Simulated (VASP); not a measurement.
Input of a VASP 6.6.1 run:

File INCAR:

```
SYSTEM = Cd
  PREC = Accurate
  ENCUT = 500
  EDIFF = 1E-6
  ISMEAR = 0
  SIGMA = 0.1
  LREAL = .FALSE.
  LASPH = .TRUE.
  NELM = 120
  ALGO = Normal
  ISIF = 2
  LWAVE = .FALSE.
  LCHARG = .FALSE.
  GGA = PE
  NBANDS = 19
  GGA_COMPAT = .FALSE.
```

KPOINTS

```
regular mesh
0
G
  3 3 2
  0 0 0
```

POSCAR

```
Cd
1.0
    2.9232268510      0.0000000000      0.0000000000
   -1.4616134255      2.5315887140      0.0000000000
    0.0000000000      0.0000000000      5.5127116972
Cd
2
Direct
    0.3333333333      0.6666666667      0.2500000000
    0.6666666667      0.3333333333      0.7500000000
```

Potentials or basis: VASP PAW PBE potentials, release 64 (Cd).

Command:

```sh
$ cat potpaw_PBE.64/Cd/POTCAR > POTCAR
$ mpirun -np 1 vasp_std > vasp.out
```

Question: What does it give for the pressure?

Answer: 11.9 GPa.

Question: Estimate the band gap on the k mesh.

Answer: Zero (bands 12 and 13 overlap by 4.03 eV).

Stress tensor (GPa, compression positive):
```
 7.80  0.00  0.00
 0.00  7.80  0.00
 0.00  0.00 20.14
```

Caveat: the k points lie up to 0.83 Å⁻¹ apart, too coarse for converged energies and pressures of a metal.
